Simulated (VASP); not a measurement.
Set up this calculation in VASP 6.6.1, as the native input.

```yaml
Task: single point
Functional: r2SCAN
Potentials_or_basis: VASP PAW PBE potentials, release 64 (K_sv, Ca_sv, F, Hf_pv)
Cutoff: 520 eV
k_mesh: 4 × 4 × 4
Occupations: fermi-dirac, width 0.1 eV
Spin: no spin polarisation
Dipole_correction: no
Further_INCAR_settings: ALGO = Normal; EDIFF = 1e-06; NBANDS = 59
```

Crystal: K2CaHfF8.

```
CELL_PARAMETERS angstrom
0.00000 5.73401 0.00000
5.73401 0.00000 0.00000
2.86701 2.86701 -5.31003
ATOMIC_POSITIONS crystal
K 0.50000 0.50000 0.00000
K 0.75000 0.25000 0.50000
Ca 0.00000 0.00000 0.00000
F 0.60022 0.67297 0.25424
F 0.32703 0.85445 0.74576
F 0.14555 0.07279 0.25424
F 0.92721 0.39978 0.74576
F 0.13853 0.65067 0.27942
F 0.34933 0.41795 0.72058
F 0.58205 0.06991 0.27942
F 0.93009 0.86147 0.72058
Hf 0.25000 0.75000 0.50000
```

One way to write it, as run:

POSCAR

```
K2CaHfF8
1.0
    0.0000000000      5.7340100305      0.0000000000
    5.7340100305      0.0000000000      0.0000000000
    2.8670050153      2.8670050153     -5.3100348156
K Ca F Hf
2 1 8 1
Direct
    0.5000000000      0.5000000000      0.0000000000
    0.7500000000      0.2500000000      0.5000000000
    0.0000000000      0.0000000000      0.0000000000
    0.6002169454      0.6729744692      0.2542361619
    0.3270255308      0.8544531073      0.7457638381
    0.1455468927      0.0727893688      0.2542361619
    0.9272106312      0.3997830546      0.7457638381
    0.1385275637      0.6506671730      0.2794188457
    0.3493328270      0.4179464094      0.7205811543
    0.5820535906      0.0699139813      0.2794188457
    0.9300860187      0.8614724363      0.7205811543
    0.2500000000      0.7500000000      0.5000000000
```

INCAR.step1

```
ALGO = Normal
EDIFF = 1E-4
ENCUT = 520
GGA = PE
ISMEAR = -1
LASPH = True
LCHARG = False
LREAL = False
LWAVE = True
NBANDS = 59
NELM = 100
PREC = Accurate
SIGMA = 0.1
```

INCAR.step2

```
ALGO = Normal
EDIFF = 1E-6
ENCUT = 520
ISIF = 2
ISMEAR = -1
ISTART = 1
LASPH = True
LCHARG = False
LMIXTAU = True
LREAL = False
LWAVE = False
METAGGA = R2SCAN
NBANDS = 59
NELM = 100
PREC = Accurate
SIGMA = 0.1
```

KPOINTS

```
k-points
0
Gamma
  4 4 4
```

Potentials or basis: VASP PAW PBE potentials, release 64 (K_sv, Ca_sv, F, Hf_pv).

Launch:

```bash
$ cat potpaw_PBE.64/K_sv/POTCAR potpaw_PBE.64/Ca_sv/POTCAR potpaw_PBE.64/F/POTCAR potpaw_PBE.64/Hf_pv/POTCAR > POTCAR
$ cp INCAR.step1 INCAR
$ mpirun -np 1 vasp_std > vasp.out
$ cp INCAR.step2 INCAR
$ mpirun -np 1 vasp_std > vasp.out
```

Results of the run:

```json
{
 "Pressure": "-0.8 GPa",
 "Largest force": "0.177 eV/Å",
 "Band gap on the k mesh": "7.03 eV (least direct gap 7.07 eV)"
}
```

Caveat: the PAW data sets were made with another functional, which shifts forces and pressure a little; spin-orbit coupling is left out, which moves the levels of the heavy elements.

Wall time 7.6 min on 1 thread of AMD EPYC 9R45 96-Core Processor (Zen 5), with other jobs on the host, peak memory 0.43 GiB.
